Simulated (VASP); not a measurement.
Set up this calculation in VASP 6.6.1, as the native input.

```
Task                   : single point
Functional             : PBEsol
Potentials or basis    : VASP PAW PBE potentials, release 64 (C, O, H)
Cutoff                 : 520 eV
k mesh                 : 1 × 1 × 1
Occupations            : fermi-dirac, width 0.05 eV
Spin                   : no spin polarisation
Dipole correction      : no
Further INCAR settings : LREAL = Auto; ALGO = Normal; EDIFF = 1e-06; NBANDS = 64
```

The structure of H6C2O lies in POSCAR:

```
H6C2O
1.0
    7.5290720000      0.0000000000      0.0000000000
    0.0000000000      7.5290720000      0.0000000000
    0.0000000000      0.0000000000      7.5290720000
C O H
8 4 24
Direct
    0.0915326915      0.4303715688      0.0225055061
    0.1587584617      0.5743922344      0.1444537460
    0.3563654185      0.9355657710      0.4771870407
    0.1808750396      1.0263687838      0.5147613798
    0.6338550444      0.4368403153      0.6370196405
    0.7490073081      0.5618221517      0.5289794492
    0.8524951621      0.9243963273      0.9942652110
    0.6585728860      0.8822681991      1.0230268547
    0.2846007455      0.6872189426      0.0529547914
    0.1542082310      1.1610628872      0.3842013096
    0.7844636244      0.4918672117      0.3573860130
    0.6380899291      0.7125709638      1.1049883521
    0.2376823366      0.8066683179      0.0513750946
    0.0470958554      0.6554930337      0.1940776269
    0.2261400328      0.5159788672      0.2608906998
   -0.0005595149      0.3440211647      0.0964858646
    0.0198841428      0.4875949383     -0.0917379337
    0.2021312050      0.3486754672     -0.0273376470
    0.0407454208      1.2194396697      0.4052231105
    0.0713759822      0.9274531026      0.5108645314
    0.1830675515      1.0847421243      0.6511015418
    0.3805731491      0.8268338424      0.5734314508
    0.3574881376      0.8767776236      0.3421131210
    0.4669887621      1.0312974081      0.4862865128
    0.7381923794      0.5758649729      0.2683660155
    0.6832722625      0.6937782282      0.5189363438
    0.8774478671      0.5841581673      0.5995801471
    0.6181452432      0.4860866498      0.7743116130
    0.5007720573      0.4222329721      0.5767087664
    0.6951518415      0.3035033919      0.6428523224
    0.5095557786      0.6847805351      1.0966537775
    0.5968788360      0.9871293988      1.1061383359
    0.5887049164      0.8820311190      0.8933324963
    0.8659099793      1.0529185782      0.9255196223
    0.9235751361      0.9352787175      1.1220057154
    0.9164393996      0.8213477527      0.9120813770
```

One way to write it, as run:

INCAR

```
SYSTEM = H6C2O
PREC = Accurate ; ENCUT = 520
EDIFF = 1E-6 ; ISMEAR = -1
SIGMA = 0.05 ; LREAL = Auto
LASPH = .True. ; NELM = 80
ALGO = Normal ; ISIF = 2
LWAVE = .False. ; LCHARG = .False.
GGA = PS ; NBANDS = 64
```

KPOINTS

```
Automatic mesh
0
Gamma
  1 1 1
  0 0 0
```

Potentials or basis: VASP PAW PBE potentials, release 64 (C, O, H).

Run with:

```sh
$ cat potpaw_PBE.64/C/POTCAR potpaw_PBE.64/O/POTCAR potpaw_PBE.64/H/POTCAR > POTCAR
$ mpirun -np 1 vasp_gam > vasp.out
```

Results of the run:

```
Pressure               : -0.4 GPa
Largest force          : 0.370 eV/Å
Band gap on the k mesh : 4.66 eV
```

Caveat: the k points lie up to 0.83 Å⁻¹ apart; the PAW data sets were made with another functional, which shifts forces and pressure a little.

Run time: 61 s on 1 thread of AMD EPYC 7R43 64-Core Processor (Zen 3) (shared host), peak memory 0.34 GiB.
